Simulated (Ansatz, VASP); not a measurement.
# One calculation of ZnS, two programs

```
Zn S
1.0
    -1.80894    3.24675    3.07594
     1.80894   -3.24675    3.07594
     1.80894    3.24675   -3.07594
Zn S
2 2
Direct
  0.28047 0.28047 0.00000
  0.71953 0.71953 0.00000
  0.73620 0.00000 0.73620
  0.26380 0.00000 0.26380
```

Alike in both runs: functional PBE; k mesh 6 × 6 × 6; occupations gaussian, width 0.1 eV; no spin polarisation.

Ansatz relaxed the structure, and its values are those at the end. VASP's run is a single point on that final structure, the one shown.

```csv
,VASP,Ansatz
version,VASP 6.6.1,Ansatz 0.2.0
potentials or method,"VASP PAW PBE potentials, release 64 (Zn, S), cutoff 520 eV","scalar-relativistic, plane waves, PAW"
valence electrons in the cell,36,36
```

```tsv
	VASP	Ansatz	Ansatz less VASP
gap on the k mesh at the Fermi level (eV)	none	none	-
pressure (GPa)	0.3	0.1	-0.12
rms of the force components (eV/Å)	0.004	0.001	-0.0036
```

A gap of «none» marks a metal or a gap that the smearing closes. With one functional, cell and mesh, what is left measures potentials, basis and numerics.
